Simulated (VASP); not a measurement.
# BaFe2Se2O (Pmn2_1) in VASP: single point with PBE+U

Aim: the single point of BaFe2Se2O with PBE+U.

All numbers are computed with VASP 6.6.1; they aren't measurements. Logs are shortened: lines on timing, memory, paths and dates and some standing lists are left out, and cuts for length are marked.

**1. The cell of the first run**

The structure is orthorhombic, space group Pmn2_1 (No. 31). The conventional cell has a = 10.120 Å, b = 6.861 Å, c = 4.240 Å, α = 90.00°, β = 90.00°, γ = 90.00°. Ba (site symmetry m) has 2 O at 2.65 to 2.67 Å and 6 Se at 3.44 to 3.50 Å within 3.5 Å. Within 2.7 Å of Fe (site symmetry 1) lie 1 O at 1.93 Å and 3 Se at 2.56 to 2.62 Å. O (site symmetry m) has 2 Fe at 1.93 Å and 2 Ba at 2.65 to 2.67 Å within 2.7 Å. Se (site symmetry 1) has 3 Fe at 2.56 to 2.62 Å and 3 Ba at 3.44 to 3.50 Å within 3.5 Å.

**2. Single point, PBE+U, collinear spin, antiferromagnetic start**

INCAR

```
PREC = Accurate
ENCUT = 520
EDIFF = 1E-7
ISMEAR = 0
SIGMA = 0.05
LREAL = F
LASPH = T
NELM = 150
ALGO = Normal
ISIF = 2
LWAVE = F
LCHARG = F
ISPIN = 2
MAGMOM = 0 0 4 -4 4 -4 0 0 0 0 0 0
LORBIT = 11
LMAXMIX = 4
LDAU = T
LDAUTYPE = 2
LDAUL = -1 2 -1 -1
LDAUU = 0 4 0 0
LDAUJ = 0 0 0 0
LDAUPRINT = 1
GGA = PE
NBANDS = 60
```

KPOINTS

```
Automatic mesh
0
Gamma
  3 2 2
```

POSCAR

```
BaFe2Se2O
1.0
    4.2396485253      0.0000000000      0.0000000000
    0.0000000000     10.1201153483      0.0000000000
    0.0000000000      0.0000000000      6.8607554379
Ba Fe O Se
2 4 2 4
Direct
   -0.0005668983      0.5000000000      0.5084273371
    0.4994331017      0.0000000000      0.4915726629
    0.5022226979      0.3368344994      0.1281489697
    0.0022226979      0.1631655006      0.8718510303
    0.5022226979      0.6631655006      0.1281489697
    0.0022226979      0.8368344994      0.8718510303
    0.4973306506      0.5000000000      0.2745163719
   -0.0026693494      0.0000000000      0.7254836281
   -0.0006045742      0.2063714086      0.2392020963
    0.4993954258      0.2936285914      0.7607979037
   -0.0006045742      0.7936285914      0.2392020963
    0.4993954258      0.7063714086      0.7607979037
```

Potentials or basis: VASP PAW PBE potentials, release 64 (Ba_sv, Fe, O, Se).

Launch:

```console
cat potpaw_PBE.64/Ba_sv/POTCAR potpaw_PBE.64/Fe/POTCAR potpaw_PBE.64/O/POTCAR potpaw_PBE.64/Se/POTCAR > POTCAR
mpirun -np 1 vasp_std > vasp.out
```

OUTCAR:

```text
PREC = Accurate
   ENCUT = 520
   EDIFF = 1E-7
   ISMEAR = 0
   LREAL = F
   LASPH = T
   NELM = 150
   ISIF = 2
   ISPIN = 2
   LORBIT = 11
   GGA = PE

 ion  position               nearest neighbor table
   1  0.999  0.500  0.508-   7 2.65   7 2.67  12 3.44  10 3.44  10 3.44  12 3.44   9 3.50  11 3.50
                             3 3.74   5 3.74   3 3.75   5 3.75
   2  0.499  0.000  0.492-   8 2.65   8 2.67  11 3.44   9 3.44   9 3.44  11 3.44  12 3.50  10 3.50
                             4 3.74   6 3.74   4 3.75   6 3.75
   3  0.502  0.337  0.128-   7 1.93  10 2.56   9 2.60   9 2.62   1 3.74   1 3.75
   4  0.002  0.163  0.872-   8 1.93   9 2.56  10 2.60  10 2.62   2 3.74   2 3.75
   5  0.502  0.663  0.128-   7 1.93  12 2.56  11 2.60  11 2.62   1 3.74   1 3.75
   6  0.002  0.837  0.872-   8 1.93  11 2.56  12 2.60  12 2.62   2 3.74   2 3.75
   7  0.497  0.500  0.275-   3 1.93   5 1.93   1 2.65   1 2.67
   8  0.997  0.000  0.725-   4 1.93   6 1.93   2 2.65   2 2.67
   9  0.999  0.206  0.239-   4 2.56   3 2.60   3 2.62   2 3.44   2 3.44   1 3.50
  10  0.499  0.294  0.761-   3 2.56   4 2.60   4 2.62   1 3.44   1 3.44   2 3.50
  11  0.999  0.794  0.239-   6 2.56   5 2.60   5 2.62   2 3.44   2 3.44   1 3.50
  12  0.499  0.706  0.761-   5 2.56   6 2.60   6 2.62   1 3.44   1 3.44   2 3.50

  LATTYP: Found a simple orthorhombic cell.
 ALAT       =     4.2396485253
 B/A-ratio  =     1.6182368413
 C/A-ratio  =     2.3870175294

  Lattice vectors:

 A1 = (  -4.2396485253,   0.0000000000,   0.0000000000)
 A2 = (   0.0000000000,   0.0000000000,   6.8607554379)
 A3 = (   0.0000000000,  10.1201153483,   0.0000000000)

Analysis of symmetry for initial positions (statically):
=====================================================================
 Subroutine PRICEL returns:
 Original cell was already a primitive cell.

 Routine SETGRP: Setting up the symmetry group for a
 simple orthorhombic supercell.

 Subroutine GETGRP returns: Found  4 space group operations
 (whereof  2 operations were pure point group operations)
 out of a pool of  8 trial point group operations.

The static configuration has the point symmetry C_1h.
 The point group associated with its full space group is C_2v.

Analysis of symmetry for dynamics (positions and initial velocities):
=====================================================================
 Subroutine PRICEL returns:
 Original cell was already a primitive cell.

 Routine SETGRP: Setting up the symmetry group for a
 simple orthorhombic supercell.

 Subroutine GETGRP returns: Found  4 space group operations
 (whereof  2 operations were pure point group operations)
 out of a pool of  8 trial point group operations.

[... 320 lines left out ...]
      4     -15.2969      1.00000
      5     -10.8800      1.00000
      6     -10.4122      1.00000
[... 461 lines left out ...]
     55       6.1599      0.00000
     56       6.4838      0.00000
 Fermi energy:         2.0341580175

 spin component 2

 k-point     1 :       0.0000    0.0000    0.0000
  band No.  band energies     occupation
      1     -24.8583      1.00000
      2     -24.8552      1.00000
      3     -15.6426      1.00000
      4     -15.2969      1.00000
      5     -10.8800      1.00000
      6     -10.4122      1.00000
[... 461 lines left out ...]
     55       6.1599      0.00000
     56       6.4838      0.00000
 [bands above 56 left out]

------------------------ aborting loop because EDIFF is reached ----------------------------------------

  FORCE on cell =-STRESS in cart. coord.  units (eV):
  Direction    XX          YY          ZZ          XY          YZ          ZX
  --------------------------------------------------------------------------------------
  -------------------------------------------------------------------------------------
  Total        0.0519745     -0.7177097     -1.1435158      0.0000000      0.0000000      0.0000000
  in kB        0.2828874     -3.9063590     -6.2239415      0.0000000      0.0000000      0.0000000
  external PRESSURE =      -3.2824710 kB  Pullay stress =       0.0000000 kB

 VOLUME and BASIS-vectors are now :
 -----------------------------------------------------------------------------
  energy-cutoff  :      520.00
  volume of cell :      294.37
      direct lattice vectors                 reciprocal lattice vectors
     4.239648525  0.000000000  0.000000000     0.235868609  0.000000000  0.000000000
     0.000000000 10.120115348  0.000000000     0.000000000  0.098813103  0.000000000
     0.000000000  0.000000000  6.860755438     0.000000000  0.000000000  0.145756544

 POSITION                                       TOTAL-FORCE (eV/Angst)
 -----------------------------------------------------------------------------------
      4.23725      5.06006      3.48820        -0.007300      0.000000      0.090551
      2.11742      0.00000      3.37256        -0.007300      0.000000     -0.090551
      2.12925      3.40880      0.87920        -0.038979     -0.072902     -0.161279
      0.00942      1.65125      5.98156        -0.038979      0.072902      0.161279
      2.12925      6.71131      0.87920        -0.038979      0.072902     -0.161279
      0.00942      8.46886      5.98156        -0.038979     -0.072902      0.161279
      2.10851      5.06006      1.88339         0.035496      0.000000     -0.131317
      4.22833      0.00000      4.97737         0.035496      0.000000      0.131317
      4.23709      2.08850      1.64111         0.024881      0.075659     -0.179025
      2.11726      2.97156      5.21965         0.024881     -0.075659      0.179025
      4.23709      8.03161      1.64111         0.024881     -0.075659     -0.179025
      2.11726      7.14856      5.21965         0.024881      0.075659      0.179025
 -----------------------------------------------------------------------------------
    total drift:                               -0.003816     -0.000000      0.000007

  FREE ENERGIE OF THE ION-ELECTRON SYSTEM (eV)
  ---------------------------------------------------
  free  energy   TOTEN  =       -67.1724687745 eV

  energy  without entropy=      -67.1724687745  energy(sigma->0) =      -67.17246877

 total charge

# of ion       s       p       d       tot
------------------------------------------
    1        2.003   5.615   0.266   7.884
    2        2.003   5.615   0.266   7.884
    3        0.340   0.353   6.068   6.761
    4        0.340   0.353   6.068   6.761
    5        0.340   0.353   6.068   6.761
    6        0.340   0.353   6.068   6.761
    7        1.557   3.455   0.000   5.011
    8        1.557   3.455   0.000   5.011
    9        1.436   2.433   0.018   3.887
   10        1.436   2.433   0.018   3.887
   11        1.436   2.433   0.018   3.887
   12        1.436   2.433   0.018   3.887
--------------------------------------------------
tot         14.224  29.284  24.874  68.382

 magnetization (x)

# of ion       s       p       d       tot
------------------------------------------
    1       -0.000  -0.001  -0.001  -0.003
    2        0.000   0.001   0.001   0.003
    3        0.034   0.043   3.548   3.625
    4       -0.034  -0.043  -3.548  -3.625
    5        0.034   0.043   3.548   3.625
    6       -0.034  -0.043  -3.548  -3.625
    7        0.004   0.119   0.000   0.123
    8       -0.004  -0.119   0.000  -0.123
    9        0.003   0.026   0.000   0.030
   10       -0.003  -0.026  -0.000  -0.030
   11        0.003   0.026   0.000   0.030
   12       -0.003  -0.026  -0.000  -0.030
--------------------------------------------------
tot          0.000   0.000   0.000   0.000
```

OSZICAR:

```text
N       E                     dE             d eps       ncg     rms          rms(c)
DAV:   1     0.900765870328E+03    0.90077E+03   -0.35244E+04  1920   0.137E+03
DAV:   2     0.956879829066E+02   -0.80508E+03   -0.76780E+03  1988   0.348E+02
DAV:   3    -0.647052698325E+02   -0.16039E+03   -0.15528E+03  2756   0.166E+02
[... 33 lines left out ...]
DAV:  37    -0.671724678050E+02   -0.40858E-06   -0.38029E-06  2344   0.109E-02    0.102E-03
DAV:  38    -0.671724681511E+02   -0.34612E-06   -0.69394E-06  2848   0.145E-02    0.830E-04
DAV:  39    -0.671724684424E+02   -0.29121E-06   -0.77934E-06  2952   0.157E-02    0.726E-04
DAV:  40    -0.671724686809E+02   -0.23851E-06   -0.29287E-06  2540   0.950E-03    0.573E-04
DAV:  41    -0.671724687745E+02   -0.93667E-07   -0.52733E-07  1448   0.470E-03
   1 F= -.67172469E+02 E0= -.67172469E+02  d E =-.141719E-14  mag=    -0.0000
```

stdout:

```text
POSCAR found type information on POSCAR BaFeO Se
 POSCAR found :  4 types and      12 ions
 scaLAPACK will be used
 LDA part: xc-table for (Slater+PW92), standard interpolation
 POSCAR, INCAR and KPOINTS ok, starting setup
 FFT: planning ... GRIDC
 FFT: planning ... GRID_SOFT
 FFT: planning ... GRID
 WAVECAR not read
 entering main loop
```

It took 17 min on 1 thread of AMD EPYC 7R13, shared host; peak memory 0.6 GiB.

What came out:

| Item | Value |
| --- | --- |
| Free energy | -67.1725 eV |
| Pressure | -0.3 GPa |
| Largest force | 0.196 eV/Å |
| Band gap on the k mesh | 1.88 eV (least direct gap 1.96 eV) |
| Net moment | 0.00 μB per cell |
| Site moments | Ba -0.00, +0.00; Fe +3.62, -3.62 (each value once); O +0.12, -0.12; Se +0.03, -0.03 (each value once) μB |
| Valence electrons inside the program's atomic spheres | Ba 7.88; Fe 6.76; O 5.01; Se 3.89 |

Forces in eV/Å, atoms in the order of the input:
```
Ba  -0.007  0.000  0.091
Ba  -0.007  0.000 -0.091
Fe  -0.039 -0.073 -0.161
Fe  -0.039  0.073  0.161
Fe  -0.039  0.073 -0.161
Fe  -0.039 -0.073  0.161
O    0.035  0.000 -0.131
O    0.035  0.000  0.131
Se   0.025  0.076 -0.179
Se   0.025 -0.076  0.179
Se   0.025 -0.076 -0.179
Se   0.025  0.076  0.179
```

Stress tensor (GPa, compression positive):
```
 0.03  0.00  0.00
 0.00 -0.39  0.00
 0.00  0.00 -0.62
```

Eigenvalues of the final occupation matrices:
```csv
site,spin,trace,eigenvalues
site 3 d,1,4.82,0.95 0.95 0.97 0.97 0.98
site 3 d,2,1.27,0.04 0.07 0.08 0.15 0.93
site 4 d,1,1.27,0.04 0.07 0.08 0.15 0.93
site 4 d,2,4.82,0.95 0.95 0.97 0.97 0.98
site 5 d,1,4.82,0.95 0.95 0.97 0.97 0.98
site 5 d,2,1.27,0.04 0.07 0.08 0.15 0.93
site 6 d,1,1.27,0.04 0.07 0.08 0.15 0.93
site 6 d,2,4.82,0.95 0.95 0.97 0.97 0.98
```

Caveat: the k points lie up to 0.49 Å⁻¹ apart; spin-orbit coupling is left out, which moves the levels of the heavy elements; an odd mesh through Γ misses points on the zone boundary, where band edges can lie.
